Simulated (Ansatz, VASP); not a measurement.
# One calculation of SiNi3, two programs

File INCAR:

```
SYSTEM = SiNi3
PREC = Accurate
ENCUT = 520
EDIFF = 1E-6
ISMEAR = 0
SIGMA = 0.15
LREAL = .FALSE.
LASPH = .TRUE.
NELM = 80
ALGO = Fast
ISIF = 2
LWAVE = .FALSE.
LCHARG = .FALSE.
GGA = PS
NBANDS = 25
```

The input KPOINTS:

```
Automatic mesh
0
G
  14 14 14
  0 0 0
```

File POSCAR:

```
SiNi3
1.0
    3.4612457436      0.0000000000      0.0000000000
    0.0000000000      3.4612457436      0.0000000000
    0.0000000000      0.0000000000      3.4612457436
Si Ni
1 3
Direct
    0.0000000000      0.0000000000      0.0000000000
    0.0000000000      0.5902854126      0.5000000000
    0.5000000000      0.0902854126      0.5000000000
    0.5000000000      0.5902854126      0.0000000000
```

Input for Ansatz:

```yaml
crystal:
  lattice:
    - [3.4612457436, 0.0, 0.0]
    - [0.0, 3.4612457436, 0.0]
    - [0.0, 0.0, 3.4612457436]
  atoms:
    - { symbol: Si, position: [0.0, 0.0, 0.0] }
    - { symbol: Ni, position: [0.0, 0.5902854126, 0.5] }
    - { symbol: Ni, position: [0.5, 0.0902854126, 0.5] }
    - { symbol: Ni, position: [0.5, 0.5902854126, 0.0] }
basis:
  ecutwfc: 420
kpoints:
  mp_grid: { grid: [14, 14, 14] }
hamiltonian:
  xc: pbesol
scf:
  occupations: { method: gaussian, width: 0.15 }
output:
  forces: true
  stress: true
  eigenvalues: true
  write_density: true
  write_potential: true
  elf: true
  volumetric_format: npy
```

Change from the starting cell: all Ni atoms moved +0.312 Å, as atom 2 along Cartesian [0 1 0].

Alike in both runs: task single point; functional PBEsol; k mesh 14 × 14 × 14; occupations gaussian, width 0.15 eV; no spin polarisation.

|  | VASP | Ansatz |
| --- | --- | --- |
| version | VASP 6.6.1 | Ansatz 0.2.0 |
| potentials or method | VASP PAW PBE potentials, release 64 (Si, Ni), cutoff 520 eV | scalar-relativistic, plane waves, PAW |
| valence electrons in the cell | 34 | 58 |

Ansatz gave:

```
gap on the k mesh at the Fermi level (eV)                     : none
pressure (GPa)                                                : 5.6
traceless stress, the component that is largest in VASP (GPa) : 0.92
rms of the force components (eV/Å)                            : 0.806
```

Q: Estimate VASP's values.

A: gap on the k mesh at the Fermi level (eV): none; pressure (GPa): 5.9; traceless stress, the component that is largest in VASP (GPa): 0.88; rms of the force components (eV/Å): 0.819.

VASP's potentials were made for PBE, not for PBEsol. Atom by atom the forces differ by 0.014 eV/Å (rms over components). A gap of «none» marks a metal or a gap that the smearing closes. The functional is the same, so the differences come from potentials, cutoffs and numerics. VASP's potentials hold 34 valence electrons a cell and Ansatz's 58, so a difference there can come from the potentials and not from the codes.
